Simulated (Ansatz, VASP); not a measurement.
Two plane-wave programs on SnO3

Contents of INCAR:

```
SYSTEM = SnO3
  PREC = Accurate
  ENCUT = 520
  EDIFF = 1E-6
  ISMEAR = 0
  SIGMA = 0.1
  LREAL = .FALSE.
  LASPH = .TRUE.
  NELM = 100
  ALGO = Normal
  ISIF = 2
  LWAVE = .FALSE.
  LCHARG = .FALSE.
  GGA = PE
  NBANDS = 42
```

KPOINTS

```
Automatic mesh
0
G
  4 4 4
  0 0 0
```

The input POSCAR:

```
SnO3
1.0
    4.9128232100      0.0000000000      0.0000000000
    0.0000000000      4.9128232100      0.0000000000
    0.0000000000      0.0000000000      4.9128232100
Sn O
2 6
Direct
    0.5000000000      0.5000000000      0.5000000000
    0.0000000000      0.0000000000      0.0000000000
    0.1892524700      0.5000000000      0.5000000000
    0.8107475300      0.5000000000      0.5000000000
    0.5000000000      0.1892524700      0.5000000000
    0.5000000000      0.8107475300      0.5000000000
    0.5000000000      0.5000000000      0.1892524700
    0.5000000000      0.5000000000      0.8107475300
```

Input for Ansatz:

```yaml
crystal:
  lattice:
    - [4.91282321, 0.0, 0.0]
    - [0.0, 4.91282321, 0.0]
    - [0.0, 0.0, 4.91282321]
  atoms:
    - { symbol: Sn, position: [0.5, 0.5, 0.5] }
    - { symbol: Sn, position: [0.0, 0.0, 0.0] }
    - { symbol: O, position: [0.18925247, 0.5, 0.5] }
    - { symbol: O, position: [0.81074753, 0.5, 0.5] }
    - { symbol: O, position: [0.5, 0.18925247, 0.5] }
    - { symbol: O, position: [0.5, 0.81074753, 0.5] }
    - { symbol: O, position: [0.5, 0.5, 0.18925247] }
    - { symbol: O, position: [0.5, 0.5, 0.81074753] }
basis:
  ecutwfc: 420
kpoints:
  mp_grid: { grid: [4, 4, 4] }
hamiltonian:
  xc: pbe
scf:
  occupations: { method: gaussian, width: 0.1 }
  lower_state_search: "off"
output:
  forces: true
  stress: true
  eigenvalues: true
```

Alike in both runs: task single point; functional PBE; k mesh 4 × 4 × 4; occupations gaussian, width 0.1 eV; no spin polarisation.

```csv
,VASP,Ansatz
version,VASP 6.6.1,Ansatz 0.2.0
potentials or method,"VASP PAW PBE potentials, release 64 (Sn_d, O), cutoff 520 eV","scalar-relativistic, plane waves, PAW"
valence electrons in the cell,64,64
```

VASP gave:

```
gap on the k mesh at the Fermi level (eV) : none
rms of the force components (eV/Å)        : 12.531
```

Q: What did Ansatz give for the same quantities?

A: gap on the k mesh at the Fermi level (eV): none; rms of the force components (eV/Å): 13.973.

Atom by atom the forces differ by 1.442 eV/Å (rms over components). A gap of «none» marks a metal or a gap that the smearing closes. The functional is the same, so the differences come from potentials, cutoffs and numerics.
